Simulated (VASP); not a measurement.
Si36W17 (a cell with a defect), 53 atoms in the cell. The cell holds a defect, 53 atoms: a = 9.688 Å, b = 9.688 Å, c = 9.097 Å, α = 110.79°, β = 110.79°, γ = 90.00°. 

- Program: VASP 6.6.1
- Task: single point
- Functional: PBE
- Potentials or basis: VASP PAW PBE potentials, release 64 (Si, W_sv)
- Cutoff: 520 eV
- k mesh: 2 × 2 × 2
- Occupations: methfessel-paxton, width 0.1 eV
- Spin: no spin polarisation
- Dipole correction: no
- Further INCAR settings: LREAL = Auto; ALGO = Normal; EDIFF = 1e-07; NBANDS = 223

Potentials or basis: VASP PAW PBE potentials, release 64 (Si, W_sv).

Launch:

```bash
$ cat potpaw_PBE.64/Si/POTCAR potpaw_PBE.64/W_sv/POTCAR > POTCAR
$ mpirun -np 1 vasp_std > vasp.out
```

Hardware: 1 × NVIDIA H100 80GB with 1 thread of AMD EPYC 7R13 Processor (Zen 3) (shared host).

Q: How long does it take, and how much memory?

A: Wall time 4.3 min on 1 × NVIDIA H100 80GB with 1 thread of AMD EPYC 7R13 Processor (Zen 3) (shared host), peak memory 2.1 GiB. Counts: scf iterations 19, k points 8.
